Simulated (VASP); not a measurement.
# LiCl (Fm-3m) in VASP: a series of runs, part 2 of 3

VASP 6.6.1. The steps go on from the part before.

## (4) Electric field gradients, PBE (volume scaled by 1.03)

Input file INCAR:

```
  PREC = Accurate
  ENCUT = 520
  EDIFF = 1E-8
  ISMEAR = -1
  SIGMA = 0.03
  LREAL = False
  LASPH = True
  NELM = 80
  ALGO = Normal
  ISIF = 2
  LWAVE = False
  LCHARG = False
  GGA = PE
  LEFG = True
  NBANDS = 12
```

Input file KPOINTS:

```
Automatic mesh
0
Gamma
  9 9 9
```

Input file POSCAR:

```
LiCl
1.0
    0.0000000000      2.5901553150      2.5901553150
    2.5901553150      0.0000000000      2.5901553150
    2.5901553150      2.5901553150      0.0000000000
Li Cl
1 1
Direct
    0.0000000000      0.0000000000      0.0000000000
    0.5000000000      0.5000000000      0.5000000000
```

Potentials or basis: VASP PAW PBE potentials, release 64 (Li_sv, Cl).

On the command line:

```sh
> cat potpaw_PBE.64/Li_sv/POTCAR potpaw_PBE.64/Cl/POTCAR > POTCAR
> mpirun -np 1 vasp_std > vasp.out
```

OUTCAR:

```text
PREC = Accurate
   ENCUT = 520
   EDIFF = 1E-8
   ISMEAR = -1
   LREAL = False
   LASPH = True
   NELM = 80
   ISIF = 2
   GGA = PE

 ion  position               nearest neighbor table
   1  0.000  0.000  0.000-   2 2.59   2 2.59   2 2.59   2 2.59   2 2.59   2 2.59
   2  0.500  0.500  0.500-   1 2.59   1 2.59   1 2.59   1 2.59   1 2.59   1 2.59

  LATTYP: Found a face centered cubic cell.
 ALAT       =     5.1803106300

  Lattice vectors:

 A1 = (   0.0000000000,   2.5901553150,   2.5901553150)
 A2 = (   2.5901553150,   0.0000000000,   2.5901553150)
 A3 = (   2.5901553150,   2.5901553150,   0.0000000000)

Analysis of symmetry for initial positions (statically):
=====================================================================
 Subroutine PRICEL returns:
 Original cell was already a primitive cell.

 Routine SETGRP: Setting up the symmetry group for a
 face centered cubic supercell.

 Subroutine GETGRP returns: Found 48 space group operations
 (whereof 48 operations were pure point group operations)
 out of a pool of 48 trial point group operations.

The static configuration has the point symmetry O_h .

Analysis of symmetry for dynamics (positions and initial velocities):
=====================================================================
 Subroutine PRICEL returns:
 Original cell was already a primitive cell.

 Routine SETGRP: Setting up the symmetry group for a
 face centered cubic supercell.

 Subroutine GETGRP returns: Found 48 space group operations
 (whereof 48 operations were pure point group operations)
 out of a pool of 48 trial point group operations.

The dynamic configuration has the point symmetry O_h .

[... 162 lines left out ...]
      9      12.2740      0.00000
     10      14.7115      0.00000
     11      14.7115      0.00000
     12      14.7115      0.00000
[... 331 lines left out ...]
 k-point    24 :       0.4444    0.4444    0.0000
  band No.  band energies     occupation
      1     -43.2117      2.00000
      2     -12.2050      2.00000
      3      -2.3194      2.00000
      4      -0.6570      2.00000
      5      -0.6570      2.00000
      6       8.2371      0.00000
      7       8.7587      0.00000
      8      12.2809      0.00000
      9      14.1140      0.00000
     10      14.1141      0.00000
     11      17.1511      0.00000
     12      18.9509      0.00000

 [... further k-points ...]
[... 5 lines left out ...]
  --------------------------------------------------------------------------------------
  -------------------------------------------------------------------------------------
  Total       -0.1382188     -0.1382188     -0.1382188      0.0000000      0.0000000      0.0000000
  in kB       -6.3719210     -6.3719210     -6.3719210      0.0000000      0.0000000      0.0000000
  external PRESSURE =      -6.3719210 kB  Pullay stress =       0.0000000 kB

 VOLUME and BASIS-vectors are now :
 -----------------------------------------------------------------------------
  energy-cutoff  :      520.00
  volume of cell :       34.75
      direct lattice vectors                 reciprocal lattice vectors
     0.000000000  2.590155315  2.590155315    -0.193038617  0.193038617  0.193038617
     2.590155315  0.000000000  2.590155315     0.193038617 -0.193038617  0.193038617
     2.590155315  2.590155315  0.000000000     0.193038617  0.193038617 -0.193038617

 POSITION                                       TOTAL-FORCE (eV/Angst)
 -----------------------------------------------------------------------------------
      0.00000      0.00000      0.00000        -0.000000     -0.000000     -0.000000
      2.59016      2.59016      2.59016         0.000000      0.000000      0.000000
 -----------------------------------------------------------------------------------
    total drift:                                0.000000      0.000000      0.000000

  FREE ENERGIE OF THE ION-ELECTRON SYSTEM (eV)
  ---------------------------------------------------
  free  energy   TOTEN  =        -7.3851443110 eV

  energy  without entropy=       -7.3851443110  energy(sigma->0) =       -7.38514431

 Electric field gradients (V/A^2)
---------------------------------------------------------------------
 ion       V_xx      V_yy      V_zz      V_xy      V_xz      V_yz
---------------------------------------------------------------------
   1      -0.000     0.000     0.000     0.003     0.003     0.003
   2       0.000    -0.000    -0.000    -0.000    -0.000    -0.000
---------------------------------------------------------------------

 Electric field gradients after diagonalization (V/A^2)
 (convention: |V_zz| > |V_xx| > |V_yy|)
----------------------------------------------------------------------
 ion       V_xx      V_yy      V_zz     asymmetry (V_yy - V_xx)/ V_zz
----------------------------------------------------------------------
   1      -0.003    -0.003     0.007       0.000
   2       0.000     0.000    -0.001       0.000
----------------------------------------------------------------------

           NMR quadrupolar parameters

 Cq : quadrupolar parameter    Cq=e*Q*V_zz/h
 eta: asymmetry parameters     (V_yy - V_xx)/ V_zz
 Q  : nuclear electric quadrupole moment in mb (millibarn)
----------------------------------------------------------------------
 ion       Cq(MHz)       eta       Q (mb)
----------------------------------------------------------------------
   1       0.000       0.000       1.000
   2      -0.000       0.000       1.000
----------------------------------------------------------------------
```

stdout:

```text
POSCAR found type information on POSCAR LiCl
 POSCAR found :  2 types and       2 ions
 scaLAPACK will be used
 LDA part: xc-table for (Slater+PW92), standard interpolation
 POSCAR, INCAR and KPOINTS ok, starting setup
 FFT: planning ... GRIDC
 FFT: planning ... GRID_SOFT
 FFT: planning ... GRID
 WAVECAR not read
 entering main loop
ion   1

ion   2
```

It took 14 s on 1 thread of AMD EPYC 7R13 (Zen 3), shared host; peak memory 0.12 GiB.

Results:

```yaml
Free_energy: -7.3851 eV
Band_gap_on_the_k_mesh: 6.17 eV, direct
```

Caveat: the cutoff is under 1.25 times the usual one of these potentials, so pressure, stress and relaxed cells hold a basis-set (Pulay) error; without QUAD_EFG the Cq values of the log hold for a quadrupole moment of 1 mb, not for the nuclei. A k mesh can miss the band edges.

## (5) Electric field gradients, PBE (volume scaled by 1.06)

Input file INCAR:

```
PREC = Accurate
ENCUT = 520
EDIFF = 1E-8
ISMEAR = -1
SIGMA = 0.03
LREAL = False
LASPH = True
NELM = 80
ALGO = Normal
ISIF = 2
LWAVE = False
LCHARG = False
GGA = PE
LEFG = True
NBANDS = 12
```

Input file KPOINTS:

```
regular mesh
0
Gamma
  9 9 9
```

Input file POSCAR:

```
LiCl
1.0
    0.0000000000      2.6150621824      2.6150621824
    2.6150621824      0.0000000000      2.6150621824
    2.6150621824      2.6150621824      0.0000000000
Li Cl
1 1
Direct
    0.0000000000      0.0000000000      0.0000000000
    0.5000000000      0.5000000000      0.5000000000
```

Potentials or basis: VASP PAW PBE potentials, release 64 (Li_sv, Cl).

On the command line:

```sh
> cat potpaw_PBE.64/Li_sv/POTCAR potpaw_PBE.64/Cl/POTCAR > POTCAR
> mpirun -np 1 vasp_std > vasp.out
```

OUTCAR:

```text
PREC = Accurate
   ENCUT = 520
   EDIFF = 1E-8
   ISMEAR = -1
   LREAL = False
   LASPH = True
   NELM = 80
   ISIF = 2
   GGA = PE

 ion  position               nearest neighbor table
   1  0.000  0.000  0.000-   2 2.62   2 2.62   2 2.62   2 2.62   2 2.62   2 2.62
   2  0.500  0.500  0.500-   1 2.62   1 2.62   1 2.62   1 2.62   1 2.62   1 2.62

  LATTYP: Found a face centered cubic cell.
 ALAT       =     5.2301243648

  Lattice vectors:

 A1 = (   0.0000000000,   2.6150621824,   2.6150621824)
 A2 = (   2.6150621824,   0.0000000000,   2.6150621824)
 A3 = (   2.6150621824,   2.6150621824,   0.0000000000)

Analysis of symmetry for initial positions (statically):
=====================================================================
 Subroutine PRICEL returns:
 Original cell was already a primitive cell.

 Routine SETGRP: Setting up the symmetry group for a
 face centered cubic supercell.

 Subroutine GETGRP returns: Found 48 space group operations
 (whereof 48 operations were pure point group operations)
 out of a pool of 48 trial point group operations.

The static configuration has the point symmetry O_h .

Analysis of symmetry for dynamics (positions and initial velocities):
=====================================================================
 Subroutine PRICEL returns:
 Original cell was already a primitive cell.

 Routine SETGRP: Setting up the symmetry group for a
 face centered cubic supercell.

 Subroutine GETGRP returns: Found 48 space group operations
 (whereof 48 operations were pure point group operations)
 out of a pool of 48 trial point group operations.

The dynamic configuration has the point symmetry O_h .

[... 162 lines left out ...]
      9      12.0422      0.00000
     10      14.3338      0.00000
     11      14.3339      0.00000
     12      14.3339      0.00000
[... 331 lines left out ...]
 k-point    24 :       0.4444    0.4444    0.0000
  band No.  band energies     occupation
      1     -43.4724      2.00000
      2     -12.3660      2.00000
      3      -2.4039      2.00000
      4      -0.8119      2.00000
      5      -0.8119      2.00000
      6       7.9660      0.00000
      7       8.5897      0.00000
      8      11.8490      0.00000
      9      13.7045      0.00000
     10      13.7045      0.00000
     11      16.8264      0.00000
     12      18.5936      0.00000

 [... further k-points ...]
[... 5 lines left out ...]
  --------------------------------------------------------------------------------------
  -------------------------------------------------------------------------------------
  Total       -0.3187310     -0.3187310     -0.3187310      0.0000000      0.0000000      0.0000000
  in kB      -14.2777210    -14.2777210    -14.2777210      0.0000000      0.0000000      0.0000000
  external PRESSURE =     -14.2777210 kB  Pullay stress =       0.0000000 kB

 VOLUME and BASIS-vectors are now :
 -----------------------------------------------------------------------------
  energy-cutoff  :      520.00
  volume of cell :       35.77
      direct lattice vectors                 reciprocal lattice vectors
     0.000000000  2.615062182  2.615062182    -0.191200042  0.191200042  0.191200042
     2.615062182  0.000000000  2.615062182     0.191200042 -0.191200042  0.191200042
     2.615062182  2.615062182  0.000000000     0.191200042  0.191200042 -0.191200042

 POSITION                                       TOTAL-FORCE (eV/Angst)
 -----------------------------------------------------------------------------------
      0.00000      0.00000      0.00000         0.000000      0.000000      0.000000
      2.61506      2.61506      2.61506        -0.000000     -0.000000     -0.000000
 -----------------------------------------------------------------------------------
    total drift:                                0.000000      0.000000      0.000000

  FREE ENERGIE OF THE ION-ELECTRON SYSTEM (eV)
  ---------------------------------------------------
  free  energy   TOTEN  =        -7.3791359112 eV

  energy  without entropy=       -7.3791359112  energy(sigma->0) =       -7.37913591

 Electric field gradients (V/A^2)
---------------------------------------------------------------------
 ion       V_xx      V_yy      V_zz      V_xy      V_xz      V_yz
---------------------------------------------------------------------
   1       0.000     0.000     0.000     0.005     0.005     0.005
   2       0.000    -0.000     0.000    -0.000    -0.000    -0.000
---------------------------------------------------------------------

 Electric field gradients after diagonalization (V/A^2)
 (convention: |V_zz| > |V_xx| > |V_yy|)
----------------------------------------------------------------------
 ion       V_xx      V_yy      V_zz     asymmetry (V_yy - V_xx)/ V_zz
----------------------------------------------------------------------
   1      -0.005    -0.005     0.010       0.000
   2       0.000     0.000    -0.000       0.000
----------------------------------------------------------------------

           NMR quadrupolar parameters

 Cq : quadrupolar parameter    Cq=e*Q*V_zz/h
 eta: asymmetry parameters     (V_yy - V_xx)/ V_zz
 Q  : nuclear electric quadrupole moment in mb (millibarn)
----------------------------------------------------------------------
 ion       Cq(MHz)       eta       Q (mb)
----------------------------------------------------------------------
   1       0.000       0.000       1.000
   2      -0.000       0.000       1.000
----------------------------------------------------------------------
```

stdout:

```text
POSCAR found type information on POSCAR LiCl
 POSCAR found :  2 types and       2 ions
 scaLAPACK will be used
 LDA part: xc-table for (Slater+PW92), standard interpolation
 POSCAR, INCAR and KPOINTS ok, starting setup
 FFT: planning ... GRIDC
 FFT: planning ... GRID_SOFT
 FFT: planning ... GRID
 WAVECAR not read
 entering main loop
ion   1

ion   2
```

Wall time 15 s (1 thread of AMD EPYC 7R13 (Zen 3), shared host); peak memory 0.12 GiB.

Results:

```
Free energy            : -7.3791 eV
Band gap on the k mesh : 6.02 eV, direct
```

Levels at points of the mesh, in eV from the valence-band top:
```
           k point  band 1  band 2  band 3  band 4  band 5  band 6  band 7  band 8  band 9  band 10
(0.00, 0.00, 0.00)  -43.63  -13.20    0.00    0.00    0.00    6.02   11.88   11.88   11.88    14.18
```

Caveat: the cutoff is under 1.25 times the usual one of these potentials, so pressure, stress and relaxed cells hold a basis-set (Pulay) error; without QUAD_EFG the Cq values of the log hold for a quadrupole moment of 1 mb, not for the nuclei. A k mesh can miss the band edges.

(Part 2 of 3 ends here.)
